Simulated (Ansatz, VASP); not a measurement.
# Two plane-wave programs on KCl

```
K Cl
1.0
     0.00000    3.20818    3.20818
     3.20818    0.00000    3.20818
     3.20818    3.20818    0.00000
K Cl
1 1
Direct
  0.00000 0.00000 0.00000
  0.50000 0.50000 0.50000
```

Alike in both runs: task single point; functional r2SCAN; k mesh 6 × 6 × 6; occupations gaussian, width 0.02 eV; no spin polarisation.

```csv
,VASP,Ansatz
version,VASP 6.6.1,Ansatz 0.2.0
potentials or method,"VASP PAW PBE potentials, release 64 (K_sv, Cl), cutoff 520 eV","scalar-relativistic, plane waves, PAW"
valence electrons in the cell,16,16
```

```csv
,VASP,Ansatz,Ansatz less VASP
gap on the k mesh at the Fermi level (eV),5.63,5.63,-0.004
least direct gap on the mesh (eV),5.63,5.63,-0.004
pressure (GPa),-1.0,-1.0,+0.03
```

VASP's potentials were made for PBE, not for r2SCAN. The functional is the same, so the differences come from potentials, cutoffs and numerics.
